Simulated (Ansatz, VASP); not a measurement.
# Na3TeH: VASP beside Ansatz

The input INCAR:

```
SYSTEM = Na3TeH
PREC = Accurate
ENCUT = 600
EDIFF = 1E-7
ISMEAR = 0
SIGMA = 0.02
LREAL = .False.
LASPH = .True.
NELM = 80
ALGO = Normal
ISIF = 3
LWAVE = .False.
LCHARG = .False.
GGA = PE
IBRION = 2
NSW = 100
EDIFFG = -0.005
```

File KPOINTS:

```
regular mesh
0
Gamma
  6 6 6
  0 0 0
```

POSCAR

```
Na3TeH
1.0
    4.7671700000      0.0000000000      0.0000000000
    0.0000000000      4.7671700000      0.0000000000
    0.0000000000      0.0000000000      4.7671700000
Na Te H
3 1 1
Direct
    0.5000000000      0.0000000000      0.5000000000
    0.0000000000      0.5000000000      0.5000000000
    0.5000000000      0.5000000000      0.0000000000
    0.0000000000      0.0000000000      0.0000000000
    0.5000000000      0.5000000000      0.5000000000
```

Input for Ansatz:

```yaml
crystal:
  lattice:
    - [4.76717, 0.0, 0.0]
    - [0.0, 4.76717, 0.0]
    - [0.0, 0.0, 4.76717]
  atoms:
    - { symbol: Na, position: [0.5, 0.0, 0.5] }
    - { symbol: Na, position: [0.0, 0.5, 0.5] }
    - { symbol: Na, position: [0.5, 0.5, 0.0] }
    - { symbol: Te, position: [0.0, 0.0, 0.0] }
    - { symbol: H, position: [0.5, 0.5, 0.5] }
basis:
  ecutwfc: 420
kpoints:
  mp_grid: { grid: [6, 6, 6] }
hamiltonian:
  xc: pbe
scf:
  occupations: { method: gaussian, width: 0.02 }
output:
  forces: true
  stress: true
  eigenvalues: true
  write_density: true
  write_potential: true
  elf: true
  volumetric_format: npy
relax:
  adjacent_minimum: "off"
  f_tol: 0.005
  max_steps: 80
  cell: { stress_tol: 0.05 }
```

Alike in both runs: task relaxation of cell and atoms; functional PBE; k mesh 6 × 6 × 6; occupations gaussian, width 0.02 eV; no spin polarisation.

|  | VASP | Ansatz |
| --- | --- | --- |
| version | VASP 6.6.1 | Ansatz 0.2.0 |
| potentials or method | VASP PAW PBE potentials, release 64 (Na_pv, Te, H), cutoff 600 eV | scalar-relativistic, plane waves, PAW |
| valence electrons in the cell | 28 | 44 |

VASP gave:

- gap on the k mesh at the Fermi level, each at its own relaxed structure (eV): 2.62
- relaxed volume (Å³/atom): 21.61
- relaxed length of the cell vector where the two differ most in proportion (Å): 4.763

Task: What did Ansatz give for the same quantities?

Result: gap on the k mesh at the Fermi level, each at its own relaxed structure (eV): 2.63; relaxed volume (Å³/atom): 21.58; relaxed length of the cell vector where the two differ most in proportion (Å): 4.761.

VASP's potentials hold 28 valence electrons a cell and Ansatz's 44, so a difference there can come from the potentials and not from the codes.

Neither program's run includes spin-orbit coupling.
